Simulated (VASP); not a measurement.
## Be3H2: relaxation of cell and atoms with PBE

Be3H2:

```xyz
5
Lattice="3.2888 0.0000 0.0000 -1.6444 2.8482 0.0000 0.0000 0.0000 4.0280" Properties=species:S:1:pos:R:3 pbc="T T T"
Be    0.0000    0.0000    0.0000
Be    1.6444    0.9494    1.3427
Be    0.0000    1.8988    2.6853
H     1.6444    0.9494    3.3567
H     0.0000    1.8988    0.6713
```

This cell differs from its parent crystal: atoms taken out.

```json
{"Program": "VASP 6.6.1", "Task": "relaxation of cell and atoms", "Functional": "PBE", "Potentials or basis": "VASP PAW PBE potentials, release 64 (Be, H_h)", "Cutoff": "1230 eV", "k mesh": "6 × 6 × 4", "Occupations": "gaussian, width 0.1 eV", "Spin": "no spin polarisation", "Dipole correction": "no", "Further INCAR settings": "ALGO = Normal; EDIFF = 1e-07; IBRION = 2; EDIFFG = -0.04; NSW = 90; ISIF = 3"}
```

| Property | Result |
| --- | --- |
| Relaxed volume | 6.57 Å³/atom |
| Relaxed cell | a = 2.291 Å, b = 2.291 Å, c = 7.224 Å, α = 90.00°, β = 90.00°, γ = 120.00° |
| Space group after relaxing (to 0.1 Å) | P-3m1 (No. 164) |
| Energy gained by relaxing | 634.8 meV/atom |
| Ionic steps | 41 |
| Pressure after relaxing | 0.1 GPa |
| Largest force after relaxing | 0.017 eV/Å |
| Band gap on the k mesh | zero (bands 4 and 5 overlap by 0.45 eV) |

Forces on the atoms (eV/Å):
```
Be   0.000  0.000  0.000
Be   0.000  0.000  0.014
Be   0.000  0.000 -0.014
H    0.000  0.000  0.017
H    0.000  0.000 -0.017
```

Stress tensor (GPa, compression positive):
```
-0.27  0.00  0.00
 0.00 -0.27  0.00
 0.00  0.00  0.77
```

The path:
| step | energy change (eV) | largest force (eV/Å) | pressure (GPa) | volume (Å³) |
| --- | --- | --- | --- | --- |
| 1 | 0.0000 | 0.2014 | -6.96 | 37.73 |
| 3 | -0.0972 | 0.2195 | 0.31 | 34.43 |
| 5 | -0.1078 | 0.2274 | 0.81 | 34.25 |
| 7 | -0.3156 | 0.4139 | -1.44 | 34.73 |
| 9 | -1.4008 | 0.6685 | -3.46 | 35.41 |
| 11 | -1.6190 | 0.6992 | -0.85 | 35.27 |
| 13 | -1.6395 | 0.6595 | -0.81 | 35.30 |
| 15 | -1.6615 | 0.5839 | -1.43 | 35.44 |
| 17 | -1.7054 | 0.7847 | -1.77 | 35.55 |
| 19 | -1.7847 | 1.2763 | -4.13 | 35.55 |
| 21 | -1.9695 | 1.5017 | -9.53 | 35.02 |
| 23 | -2.0794 | 1.4265 | -9.09 | 34.57 |
| 25 | -2.1394 | 1.2780 | -5.09 | 32.35 |
| 27 | -2.2907 | 1.4529 | -6.43 | 32.56 |
| 29 | -2.7501 | 0.5104 | 15.62 | 27.63 |
| 31 | -2.9287 | 0.4999 | 8.43 | 29.00 |
| 33 | -3.0783 | 0.3959 | 7.79 | 30.21 |
| 35 | -3.1570 | 0.1555 | -0.44 | 32.28 |
| 37 | -3.1607 | 0.1313 | -0.07 | 32.24 |
| 39 | -3.1694 | 0.0728 | 0.56 | 32.37 |
| 41 | -3.1740 | 0.0172 | 0.07 | 32.84 |

Final structure:
```xyz
5
Lattice="2.2913 0.0000 0.0000 -1.1456 1.9843 0.0000 0.0000 0.0000 7.2236" Properties=species:S:1:pos:R:3 pbc="T T T"
Be    0.0000    0.0000    0.0000
Be    1.1456    0.6614    1.8439
Be    0.0000    1.3229    5.3797
H     1.1456    0.6614    4.4778
H     0.0000    1.3229    2.7459
```

Levels at points of the mesh, in eV from the Fermi level:
| k point | band 1 | band 2 | band 3 | band 4 | band 5 | band 6 | band 7 | band 8 |
| --- | --- | --- | --- | --- | --- | --- | --- | --- |
| (0.00, 0.00, 0.00) | -11.94 | -10.07 | -8.89 | -4.63 | 1.85 | 11.29 | 11.36 | 16.22 |
| (0.50, 0.00, 0.00) | -6.10 | -5.66 | -3.03 | -0.79 | -0.21 | 2.63 | 4.24 | 5.51 |
| (0.00, 0.00, 0.50) | -11.70 | -10.89 | -7.40 | -6.05 | 4.55 | 5.74 | 16.17 | 16.17 |
| (0.50, 0.00, 0.50) | -5.97 | -5.82 | -3.00 | -1.19 | 0.65 | 2.72 | 3.46 | 4.76 |

Wall time 12 min on 1 thread of Intel(R) Xeon(R) Platinum 8259CL CPU @ 2.50GHz (Skylake/Cascade Lake), on a shared host, peak memory 0.3 GiB.

Caveat: the k points lie up to 0.53 Å⁻¹ apart in the final cell; the cell differs from its parent crystal (atoms taken out); a cell axis changed by over 15 % at a fixed basis, so the end point is rough.
